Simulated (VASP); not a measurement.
Set up this calculation in VASP 6.6.1, as the native input.

```yaml
Task: relaxation of cell and atoms
Functional: PBE
Potentials_or_basis: VASP PAW PBE potentials, release 64 (Si, Ge_d, Ru_pv)
Cutoff: 600 eV
k_mesh: 6 × 6 × 6
Occupations: gaussian, width 0.1 eV
Spin: no spin polarisation
Dipole_correction: no
Further_INCAR_settings: ALGO = Fast; EDIFF = 1e-06; IBRION = 2; EDIFFG = -0.01; NSW = 100; ISIF = 3
```

The structure of SiGe3Ru lies in POSCAR:

```
SiGe3Ru
1.0
    5.8601783150      0.0000000000      0.0000000000
   -2.9300891575      5.0750632915      0.0000000000
    0.0000000000      0.0000000000      5.8940354003
Si Ge Ru
2 6 2
Direct
    0.0000000000      0.0000000000      0.5000000000
    0.0000000000      0.0000000000      0.0000000000
    0.3687226718      0.9567489978      0.7500000000
    0.5880263260      0.6312773282      0.7500000000
    0.0432510022      0.4119736740      0.7500000000
    0.0432510022      0.6312773282      0.2500000000
    0.3687226718      0.4119736740      0.2500000000
    0.5880263260      0.9567489978      0.2500000000
    0.6666666667      0.3333333333      0.0000000000
    0.6666666667      0.3333333333      0.5000000000
```

The cell was built from a structure type or drawn by symmetry, and may not be a known phase.

These files were run (other wordings do the same):

INCAR

```
SYSTEM = SiGe3Ru
PREC     = Accurate       ! precision mode
ENCUT    = 600            ! plane-wave cutoff, eV
EDIFF    = 1E-6           ! SCF threshold, eV
ISMEAR   = 0              ! smearing method
SIGMA    = 0.1            ! smearing width, eV
LREAL    = .FALSE.        ! projectors in reciprocal space
LASPH    = .TRUE.         ! aspherical terms in the spheres
NELM     = 100            ! most SCF steps
ALGO     = Fast           ! electronic algorithm
ISIF     = 3              ! what is computed and relaxed
LWAVE    = .FALSE.        ! write WAVECAR
LCHARG   = .FALSE.        ! write CHGCAR
GGA      = PE             ! functional
IBRION   = 2              ! ionic algorithm
NSW      = 100            ! ionic steps
EDIFFG   = -0.01          ! ionic threshold
```

KPOINTS

```
regular mesh
0
G
  6 6 6
  0 0 0
```

Potentials or basis: VASP PAW PBE potentials, release 64 (Si, Ge_d, Ru_pv).

Run with:

```sh
$ cat potpaw_PBE.64/Si/POTCAR potpaw_PBE.64/Ge_d/POTCAR potpaw_PBE.64/Ru_pv/POTCAR > POTCAR
$ mpirun -np 1 vasp_std > vasp.out
```

It gave:

The relaxed volume is 17.53 Å³/atom and the relaxed cell is a = 5.876 Å, b = 5.876 Å, c = 5.863 Å, α = 90.00°, β = 90.00°, γ = 120.00°. The space group after relaxing (to 0.1 Å) is P-6c2 (No. 188) and the energy gained by relaxing is 0.3 meV/atom. The ionic steps are 9, the pressure after relaxing is 0.0 GPa and the largest force after relaxing is 0.006 eV/Å. The band gap on the k mesh is zero (bands 60 and 61 overlap by 1.05 eV).

Run time: 24 min on 1 thread of Oxide Virtual Turin-like Processor (shared host), peak memory 0.53 GiB.
